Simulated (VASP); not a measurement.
Input of a VASP 6.6.1 run:

INCAR

```
SYSTEM = SiW6
PREC = Accurate
ENCUT = 520
EDIFF = 1E-7
ISMEAR = 0
SIGMA = 0.1
LREAL = .False.
LASPH = .True.
NELM = 80
ALGO = Normal
ISIF = 2
LWAVE = .False.
LCHARG = .False.
LDIPOL = .True.
IDIPOL = 3
DIPOL = 0.5 0.5 0.322
GGA = PE
IVDW = 12
NBANDS = 53
```

Contents of KPOINTS:

```
Automatic mesh
0
Gamma
  6 6 1
  0 0 0
```

The input POSCAR:

```
SiW6
1.0
    4.4682526324      0.0000000000      0.0000000000
   -2.2341263162      3.8696202902      0.0000000000
    0.0000000000      0.0000000000     21.7259061349
W Si
6 1
Direct
    0.6666666667      0.3333333333      0.1841119986
    0.3333333333      0.6666666667      0.2260931360
    0.0000000000      0.0000000000      0.2680742733
    0.6666666667      0.3333333333      0.3070897866
    0.3333333333      0.6666666667      0.3466976876
    0.0000000000      0.0000000000      0.3832248047
    0.8888888889      0.2222222222      0.5397200035
```

Potentials or basis: VASP PAW PBE potentials, release 64 (W_sv, Si).

Launch:

```sh
$ cat potpaw_PBE.64/W_sv/POTCAR potpaw_PBE.64/Si/POTCAR > POTCAR
$ mpirun -np 1 vasp_std > vasp.out
```

**Question.** Predict the dispersion energy per atom.

**Answer.** -0.397 eV.

**Question.** Estimate the largest force.

**Answer.** 4.363 eV/Å.

**Question.** Predict the band gap on the k mesh.

**Answer.** Zero (band 44 reaches 0.41 eV, above the bottom of band 45 at 0.26 eV).

Forces in eV/Å, atoms in the order of the input:
```
W   -0.024  0.038  2.096
W    0.047 -0.028 -0.844
W   -0.036  0.032 -2.016
W   -0.009 -0.054 -2.517
W    0.085 -0.112  0.004
W   -0.112  0.118  4.360
Si   0.049  0.007 -1.084
```

Caveat: spin-orbit coupling is left out, which moves the levels of the heavy elements.
